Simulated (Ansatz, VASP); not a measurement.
# One calculation of Mg3Te, two programs

```
CELL_PARAMETERS angstrom
-2.13936 2.13936 5.28249
2.13936 -2.13936 5.28249
2.13936 2.13936 -5.28249
ATOMIC_POSITIONS crystal
Mg 0.50000 0.50000 0.00000
Mg 0.75000 0.25000 0.50000
Mg 0.25000 0.75000 0.50000
Te 0.00000 0.00000 0.00000
```

Alike in both runs: task single point; functional PBE; k mesh 6 × 6 × 6; no spin polarisation.

```csv
,VASP,Ansatz
version,VASP 6.6.1,Ansatz 0.2.0
potentials or method,"VASP PAW PBE potentials, release 64 (Mg, Te), cutoff 520 eV","scalar-relativistic, plane waves, PAW"
occupations,"methfessel-paxton of order 1, width 0.0680285 eV",methfessel-paxton of order 1
valence electrons in the cell,12,46
```

```csv
,VASP,Ansatz,Ansatz less VASP
gap on the k mesh at the Fermi level (eV),none,none,-
pressure (GPa),0.0,0.1,+0.09
```

A gap of «none» marks a metal or a gap that the smearing closes. VASP's potentials hold 12 valence electrons a cell and Ansatz's 46, so a difference there can come from the potentials and not from the codes.

Neither program's run includes spin-orbit coupling.
